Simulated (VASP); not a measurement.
A run of VASP 6.6.1 is set up as follows.

File INCAR:

```
ALGO = Normal
EDIFF = 1E-6
ENCUT = 520
GGA = PS
ISIF = 2
ISMEAR = 0
LASPH = True
LCHARG = False
LREAL = False
LWAVE = False
NBANDS = 36
NELM = 100
PREC = Accurate
SIGMA = 0.02
```

KPOINTS

```
k-points
0
Gamma
  6 2 6
```

The input POSCAR:

```
P
1.0
    5.4396940795      0.0000000000      0.0837860125
    0.0000000000     19.6860565276      0.0000000000
   -1.4539079824      0.0000000000      5.9770375244
P
10
Direct
    0.1460654085      0.4122151371      0.6951925741
    0.1643631500      0.4430389176      0.3531175795
    0.1643631500      0.5569610824      0.3531175795
    0.1460654085      0.5877848629      0.6951925741
    0.2292114661      0.5000000000      0.9222157786
    0.5518519194      0.5869254798      0.3252036448
    0.7437370035      0.5577648730      0.6664986087
    0.7437370035      0.4422351270      0.6664986087
    0.5518519194      0.4130745202      0.3252036448
    0.6293781113      0.5000000000      0.1157461871
```

Potentials or basis: VASP PAW PBE potentials, release 64 (P).

Launch:

```console
$ cat potpaw_PBE.64/P/POTCAR > POTCAR
$ mpirun -np 1 vasp_std > vasp.out
```

Predict the band gap on the k mesh.

1.03 eV, indirect (least direct gap 1.41 eV).

Predict the largest force.

0.031 eV/Å.

Forces on the atoms (eV/Å):
```
P   -0.005  0.021 -0.004
P    0.009  0.003  0.014
P    0.009 -0.003  0.014
P   -0.005 -0.021 -0.004
P    0.013  0.000 -0.015
P   -0.005 -0.022  0.009
P    0.010  0.000 -0.015
P    0.010  0.000 -0.015
P   -0.005  0.022  0.009
P   -0.031  0.000  0.006
```

Caveat: the PAW data sets were made with another functional, which shifts forces and pressure a little.
